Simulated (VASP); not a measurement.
# B5As2 (Fd-3m) in VASP: further runs

B5As2 is run at these levels: PBE; tasks: single point.

All numbers are computed with VASP 6.6.1; they aren't measurements. Logs are shortened: lines on timing, memory, paths and dates and some standing lists are left out, and cuts for length are marked.

**1. The cell of the first run**

It takes space group Fd-3m (No. 227, cubic). The conventional cell has a = 8.366 Å, b = 8.366 Å, c = 8.366 Å, α = 90.00°, β = 90.00°, γ = 90.00°. B (site symmetry -43m) has 4 B at 1.82 Å within 2.4 Å. Within 2.4 Å of B (site symmetry 3m) lie 1 B at 1.82 Å and 3 As at 2.09 Å. Within 2.8 Å of As (site symmetry -3m) lie 6 B at 2.09 Å.

**2. Single point, PBE**

INCAR

```
ALGO = Normal
EDIFF = 1E-7
ENCUT = 520
GGA = PE
ISIF = 2
ISMEAR = 0
LASPH = True
LCHARG = False
LREAL = False
LWAVE = False
NBANDS = 38
NELM = 80
PREC = Accurate
SIGMA = 0.1
```

KPOINTS

```
k-points
0
Gamma
  4 4 4
```

POSCAR

```
B5As2
1.0
    0.0000000000      4.1831484600      4.1831484600
    4.1831484600      0.0000000000      4.1831484600
    4.1831484600      4.1831484600      0.0000000000
B As
10 4
Direct
    0.7500000000      0.7500000000      0.7500000000
    0.5000000000      0.5000000000      0.5000000000
    0.8755000200      0.8755000200      0.8755000200
    0.8765000700      0.3744999800      0.3744999800
    0.8755000200      0.8755000200      0.3734999300
    0.3744999800      0.8765000700      0.3744999800
    0.3734999300      0.8755000200      0.8755000200
    0.3744999800      0.3744999800      0.3744999800
    0.8755000200      0.3734999300      0.8755000200
    0.3744999800      0.3744999800      0.8765000700
    0.1250000000      0.1250000000      0.1250000000
    0.6250000000      0.1250000000      0.1250000000
    0.1250000000      0.1250000000      0.6250000000
    0.1250000000      0.6250000000      0.1250000000
```

Potentials or basis: VASP PAW PBE potentials, release 64 (B, As).

Started as:

```bash
$ cat potpaw_PBE.64/B/POTCAR potpaw_PBE.64/As/POTCAR > POTCAR
$ mpirun -np 1 vasp_std > vasp.out
```

OUTCAR:

```text
EDIFF = 1E-7
   ENCUT = 520
   GGA = PE
   ISIF = 2
   ISMEAR = 0
   LASPH = True
   LREAL = False
   NELM = 80
   PREC = Accurate

 ion  position               nearest neighbor table
   1  0.750  0.750  0.750-   3 1.82   5 1.82   7 1.82   9 1.82
   2  0.500  0.500  0.500-   8 1.82   6 1.82   4 1.82  10 1.82
   3  0.876  0.876  0.876-   1 1.82  12 2.09  13 2.09  14 2.09
   4  0.877  0.374  0.374-   2 1.82  13 2.09  14 2.09  11 2.09
   5  0.876  0.876  0.373-   1 1.82  12 2.09  14 2.09  11 2.09
   6  0.374  0.877  0.374-   2 1.82  12 2.09  13 2.09  11 2.09
   7  0.373  0.876  0.876-   1 1.82  13 2.09  14 2.09  11 2.09
   8  0.374  0.374  0.374-   2 1.82  12 2.09  13 2.09  14 2.09
   9  0.876  0.373  0.876-   1 1.82  12 2.09  13 2.09  11 2.09
  10  0.374  0.374  0.877-   2 1.82  12 2.09  14 2.09  11 2.09
  11  0.125  0.125  0.125-   4 2.09   5 2.09   6 2.09   7 2.09   9 2.09  10 2.09
  12  0.625  0.125  0.125-   5 2.09   6 2.09   9 2.09  10 2.09   3 2.09   8 2.09
  13  0.125  0.125  0.625-   4 2.09   6 2.09   7 2.09   9 2.09   8 2.09   3 2.09
  14  0.125  0.625  0.125-   4 2.09   5 2.09   7 2.09  10 2.09   8 2.09   3 2.09

  LATTYP: Found a face centered cubic cell.
 ALAT       =     8.3662969200

  Lattice vectors:

 A1 = (   0.0000000000,   4.1831484600,   4.1831484600)
 A2 = (   4.1831484600,   0.0000000000,   4.1831484600)
 A3 = (   4.1831484600,   4.1831484600,   0.0000000000)

Analysis of symmetry for initial positions (statically):
=====================================================================
 Subroutine PRICEL returns:
 Original cell was already a primitive cell.

 Routine SETGRP: Setting up the symmetry group for a
 face centered cubic supercell.

 Subroutine GETGRP returns: Found 48 space group operations
 (whereof 24 operations were pure point group operations)
 out of a pool of 48 trial point group operations.

The static configuration has the point symmetry T_d .
 The point group associated with its full space group is O_h .

Analysis of symmetry for dynamics (positions and initial velocities):
=====================================================================
 Subroutine PRICEL returns:
 Original cell was already a primitive cell.

 Routine SETGRP: Setting up the symmetry group for a
 face centered cubic supercell.

 Subroutine GETGRP returns: Found 48 space group operations
 (whereof 24 operations were pure point group operations)
 out of a pool of 48 trial point group operations.

The dynamic configuration has the point symmetry T_d .
[... 122 lines left out ...]
   ISMEAR =     0;   SIGMA  =   0.10  broadening in eV -4-tet -1-fermi 0-gaus
   EFERMI_NEDOS =   21; number of points for ismear=-14 and -15
   IALGO  =     38    algorithm
   IMIX   =      4    mixing-type and parameters
     AMIX     =   0.40;   BMIX     =  1.00
     AMIX_MAG =   1.60;   BMIX_MAG =  1.00
  volume/ion in A,a.u.               =      10.46        70.57
  Fermi-wavevector in a.u.,A,eV,Ry     =   1.144331  2.162471 17.816731  1.309493
  Thomas-Fermi vector in A             =   2.281023
   LORBIT       =      0    0 simple, 1 ext, 2 COOP (PROOUT), +10 PAW based schemes
   GGA     = PE    functional components
   LHFCALC =     F    Hartree Fock is set to
   AEXX    =    0.0000 exact exchange contribution
   IVDW    =     0    specifies the selected vdW correction
   LEPSILON=     F    determine dielectric tensor
   LRPA    =     F    only Hartree local field effects (RPA)
 non-spin polarized calculation
 Gauss-broadening in eV      SIGMA  =   0.10
  energy-cutoff  :      520.00
  volume of cell :      146.40
 maximum number of plane-waves:      3972
 NGX is ok and might be reduce to    48
   NGX = 21   NGY = 21   NGZ = 21

 number of electron      49.9999997 magnetization

 Free energy of the ion-electron system (eV)
  ---------------------------------------------------
  ext. energy  EPLUGINS =         0.00000000
  ---------------------------------------------------
  free energy    TOTEN  =       -70.37374693 eV

  energy without entropy =      -70.33626420  energy(sigma->0) =      -70.35500557

 E-fermi :   6.5081     XC(G=0): -11.2433

 val. band max:        6.4736469754   @ k =  -0.2500   0.5000   0.2500
 cond. band min:       6.5345901176   @ k =  -0.2500   0.5000   0.2500
 fundamental gap:      0.0609431422
 Fermi energy:         6.5080623994

 k-point     1 :       0.0000    0.0000    0.0000
  band No.  band energies     occupation
      1     -10.3956      2.00000
      2      -5.8147      2.00000
      3      -5.8147      2.00000
      4      -5.8147      2.00000
      5      -4.7269      2.00000
      6      -3.0559      2.00000
[... 309 lines left out ...]
     36      12.1982      0.00000
     37      13.2469      0.00000
 [bands above 37 left out]

------------------------ aborting loop because EDIFF is reached ----------------------------------------

  FORCE on cell =-STRESS in cart. coord.  units (eV):
  Direction    XX          YY          ZZ          XY          YZ          ZX
  --------------------------------------------------------------------------------------
  -------------------------------------------------------------------------------------
  Total       14.3732395     14.3732395     14.3732395      0.0000000     -0.0000000      0.0000000
  in kB      157.2988016    157.2988016    157.2988016      0.0000000     -0.0000000      0.0000000
  external PRESSURE =     157.2988016 kB  Pullay stress =       0.0000000 kB

 VOLUME and BASIS-vectors are now :
 -----------------------------------------------------------------------------
  energy-cutoff  :      520.00
  volume of cell :      146.40
      direct lattice vectors                 reciprocal lattice vectors
     0.000000000  4.183148460  4.183148460    -0.119527195  0.119527195  0.119527195
     4.183148460  0.000000000  4.183148460     0.119527195 -0.119527195  0.119527195
     4.183148460  4.183148460  0.000000000     0.119527195  0.119527195 -0.119527195

 POSITION                                       TOTAL-FORCE (eV/Angst)
 -----------------------------------------------------------------------------------
      6.27472      6.27472      6.27472         0.000000      0.000000      0.000000
      4.18315      4.18315      4.18315         0.000000      0.000000      0.000000
      7.32469      7.32469      7.32469        -1.424935     -1.424935     -1.424935
      3.13318      5.23312      5.23312         1.424935     -1.424935     -1.424935
      5.22475      5.22475      7.32469         1.424935      1.424935     -1.424935
      5.23312      3.13318      5.23312        -1.424935      1.424935     -1.424935
      7.32469      5.22475      5.22475        -1.424935      1.424935      1.424935
      3.13318      3.13318      3.13318         1.424935      1.424935      1.424935
      5.22475      7.32469      5.22475         1.424935     -1.424935      1.424935
      5.23312      5.23312      3.13318        -1.424935     -1.424935      1.424935
      1.04579      1.04579      1.04579         0.000000      0.000000      0.000000
      1.04579      3.13736      3.13736         0.000000      0.000000      0.000000
      3.13736      3.13736      1.04579         0.000000      0.000000      0.000000
      3.13736      1.04579      3.13736         0.000000      0.000000      0.000000
 -----------------------------------------------------------------------------------
    total drift:                                0.000000      0.000000      0.000000

  FREE ENERGIE OF THE ION-ELECTRON SYSTEM (eV)
  ---------------------------------------------------
  free  energy   TOTEN  =       -70.3737469300 eV

  energy  without entropy=      -70.3362642024  energy(sigma->0) =      -70.35500557
```

OSZICAR:

```text
N       E                     dE             d eps       ncg     rms          rms(c)
DAV:   1     0.140179321597E+03    0.14018E+03   -0.21372E+04   608   0.116E+03
DAV:   2    -0.610660072819E+02   -0.20125E+03   -0.18781E+03   736   0.202E+02
DAV:   3    -0.730995612694E+02   -0.12034E+02   -0.11561E+02   752   0.443E+01
DAV:   4    -0.732893030201E+02   -0.18974E+00   -0.18889E+00   760   0.558E+00
DAV:   5    -0.732920712632E+02   -0.27682E-02   -0.27669E-02   734   0.596E-01    0.120E+01
DAV:   6    -0.706137599232E+02    0.26783E+01   -0.56582E+00   644   0.991E+00    0.640E+00
DAV:   7    -0.704146950911E+02    0.19906E+00   -0.16351E+00   728   0.478E+00    0.262E+00
DAV:   8    -0.703750435609E+02    0.39652E-01   -0.12072E-01   668   0.151E+00    0.642E-01
DAV:   9    -0.703737166036E+02    0.13270E-02   -0.23129E-02   674   0.691E-01    0.140E-01
DAV:  10    -0.703737047115E+02    0.11892E-04   -0.18289E-03   706   0.201E-01    0.537E-02
DAV:  11    -0.703737413963E+02   -0.36685E-04   -0.22831E-04   726   0.640E-02    0.178E-02
DAV:  12    -0.703737469648E+02   -0.55685E-05   -0.40202E-05   726   0.274E-02    0.511E-03
DAV:  13    -0.703737468674E+02    0.97397E-07   -0.48331E-06   730   0.919E-03    0.268E-03
DAV:  14    -0.703737470791E+02   -0.21176E-06   -0.14933E-06   680   0.497E-03    0.125E-03
DAV:  15    -0.703737469151E+02    0.16400E-06   -0.36477E-07   656   0.223E-03    0.373E-04
DAV:  16    -0.703737469300E+02   -0.14850E-07   -0.15259E-08   382   0.610E-04
   1 F= -.70373747E+02 E0= -.70355006E+02  d E =-.374827E-01
```

stdout:

```text
POSCAR found type information on POSCAR B As
 POSCAR found :  2 types and      14 ions
 scaLAPACK will be used
 LDA part: xc-table for (Slater+PW92), standard interpolation
 POSCAR, INCAR and KPOINTS ok, starting setup
 FFT: planning ... GRIDC
 FFT: planning ... GRID_SOFT
 FFT: planning ... GRID
 WAVECAR not read
 entering main loop
```

Wall time 40 s (1 thread of Intel Xeon 6975P-C (Granite Rapids), shared host); peak memory 0.31 GiB.

What came out:

```
Free energy            : -70.3737 eV
Pressure               : 15.7 GPa
Largest force          : 2.468 eV/Å
Band gap on the k mesh : zero (band 25 reaches 7.72 eV, above the bottom of band 26 at 5.90 eV)
```

Forces in eV/Å, atoms in the order of the input:
```
B    0.000  0.000  0.000
B    0.000  0.000  0.000
B   -1.425 -1.425 -1.425
B    1.425 -1.425 -1.425
B    1.425  1.425 -1.425
B   -1.425  1.425 -1.425
B   -1.425  1.425  1.425
B    1.425  1.425  1.425
B    1.425 -1.425  1.425
B   -1.425 -1.425  1.425
As   0.000  0.000  0.000
As   0.000  0.000  0.000
As   0.000  0.000  0.000
As   0.000  0.000  0.000
```

Levels at points of the mesh, in eV from the Fermi level:
```csv
k point,band 22,band 23,band 24,band 25,band 26,band 27,band 28,band 29
"(0.00, 0.00, 0.00)",0.24,0.24,0.24,1.21,1.21,1.21,2.42,2.42
"(0.50, 0.00, 0.00)",-2.02,-1.41,-0.87,-0.87,-0.61,-0.61,1.64,1.64
"(0.50, 0.50, 0.00)",-2.55,-1.16,-1.16,0.22,0.22,0.31,0.31,1.13
```

Caveat: forces of over 1 eV/Å act on the atoms, so gaps and moduli don't describe the material at rest.

**3. Single point, PBE**

This run uses another cell than the first one, of 11.23 Å³/atom, 1.074 times its volume.

INCAR

```
PREC = Accurate ; ENCUT = 520
EDIFF = 1E-6 ; ISMEAR = 0
SIGMA = 0.1 ; LREAL = False
LASPH = True ; NELM = 60
ALGO = Normal ; ISIF = 2
LWAVE = False ; LCHARG = True
GGA = PE ; LELF = True
LVHAR = True ; NBANDS = 38
```

KPOINTS

```
regular mesh
0
Gamma
  8 8 8
```

POSCAR

```
B5As2
1.0
    0.0000000000      4.2841316601      4.2841316601
    4.2841316601      0.0000000000      4.2841316601
    4.2841316601      4.2841316601      0.0000000000
B As
10 4
Direct
    0.2500000000      0.2500000000      0.2500000000
    0.0000000000      0.0000000000      0.0000000000
    0.3669567441      0.3669567441      0.3669567441
    0.3508702324      0.8830432559      0.8830432559
    0.3669567441      0.3669567441      0.8991297676
    0.8830432559      0.3508702324      0.8830432559
    0.8991297676      0.3669567441      0.3669567441
    0.8830432559      0.8830432559      0.8830432559
    0.3669567441      0.8991297676      0.3669567441
    0.8830432559      0.8830432559      0.3508702324
    0.6250000000      0.6250000000      0.6250000000
    0.1250000000      0.6250000000      0.6250000000
    0.6250000000      0.6250000000      0.1250000000
    0.6250000000      0.1250000000      0.6250000000
```

Potentials or basis: VASP PAW PBE potentials, release 64 (B, As).

Started as:

```bash
$ cat potpaw_PBE.64/B/POTCAR potpaw_PBE.64/As/POTCAR > POTCAR
$ mpirun -np 1 vasp_std > vasp.out
```

It took 1.7 min on 1 thread of Intel Xeon 6975P-C (Granite Rapids), shared host; peak memory 0.38 GiB.

The run converged. Its results:

```yaml
Free_energy: -72.1896 eV
Pressure: 0.4 GPa
Largest_force: 0.037 eV/Å
Band_gap_on_the_k_mesh: zero (band 25 reaches 7.33 eV, above the bottom of band 26 at 5.46 eV)
```

Forces on the atoms (eV/Å):
```
B    0.000  0.000  0.000
B    0.000  0.000  0.000
B   -0.021 -0.021 -0.021
B    0.021 -0.021 -0.021
B    0.021  0.021 -0.021
B   -0.021  0.021 -0.021
B   -0.021  0.021  0.021
B    0.021  0.021  0.021
B    0.021 -0.021  0.021
B   -0.021 -0.021  0.021
As   0.000  0.000  0.000
As   0.000  0.000  0.000
As   0.000  0.000  0.000
As   0.000  0.000  0.000
```

Levels at points of the mesh, in eV from the Fermi level:
| k point | band 21 | band 22 | band 23 | band 24 | band 25 | band 26 | band 27 | band 28 | band 29 | band 30 |
| --- | --- | --- | --- | --- | --- | --- | --- | --- | --- | --- |
| (0.00, 0.00, 0.00) | -1.67 | 0.04 | 0.04 | 0.04 | 1.61 | 1.61 | 1.61 | 2.39 | 2.39 | 2.39 |
| (0.50, 0.00, 0.00) | -2.23 | -1.43 | -1.38 | -0.64 | -0.64 | -0.24 | -0.24 | 1.75 | 1.75 | 2.04 |
| (0.50, 0.50, 0.00) | -2.72 | -2.72 | -0.36 | -0.36 | 0.32 | 0.32 | 0.54 | 0.54 | 1.09 | 1.09 |
